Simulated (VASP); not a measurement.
Write the native input for VASP 6.6.1 that does the following.

```
Task                   : single point
Functional             : PBEsol
Potentials or basis    : VASP PAW PBE potentials, release 64 (Hg, Te)
Cutoff                 : 520 eV
k mesh                 : 12 × 12 × 12
Occupations            : fermi-dirac, width 0.08 eV
Spin                   : no spin polarisation
Dipole correction      : no
Further INCAR settings : ALGO = Normal; EDIFF = 1e-06; NBANDS = 16
```

The structure of HgTe lies in POSCAR:

```
HgTe
1.0
    0.0000000000      2.9215000000      2.9799300000
    2.9215000000      0.0000000000      2.9799300000
    2.9215000000      2.9215000000      0.0000000000
Hg Te
1 1
Direct
    0.0000000000      0.0000000000      0.0000000000
    0.5000000000      0.5000000000      0.5000000000
```

This cell differs from its parent crystal: zz strain of +2 %.

One way to write it, as run:

INCAR

```
PREC = Accurate
ENCUT = 520
EDIFF = 1E-6
ISMEAR = -1
SIGMA = 0.08
LREAL = F
LASPH = T
NELM = 80
ALGO = Normal
ISIF = 2
LWAVE = F
LCHARG = T
GGA = PS
LELF = T
LVHAR = T
NBANDS = 16
```

KPOINTS

```
regular mesh
0
Gamma
  12 12 12
```

Potentials or basis: VASP PAW PBE potentials, release 64 (Hg, Te).

Launch:

```bash
$ cat potpaw_PBE.64/Hg/POTCAR potpaw_PBE.64/Te/POTCAR > POTCAR
$ mpirun -np 1 vasp_std > vasp.out
```

It gave:

```yaml
Pressure: 4.7 GPa
Band_gap_on_the_k_mesh: zero (bands 9 and 10 overlap by 3.17 eV)
```

Caveat: the cell differs from its parent crystal (zz strain of +2 %); the cell stands under pressure; the PAW data sets were made with another functional, which shifts forces and pressure a little; spin-orbit coupling is left out, which moves the levels of the heavy elements.

Wall time 69 s on 1 thread of Intel Xeon 8259CL (shared host), peak memory 0.28 GiB.
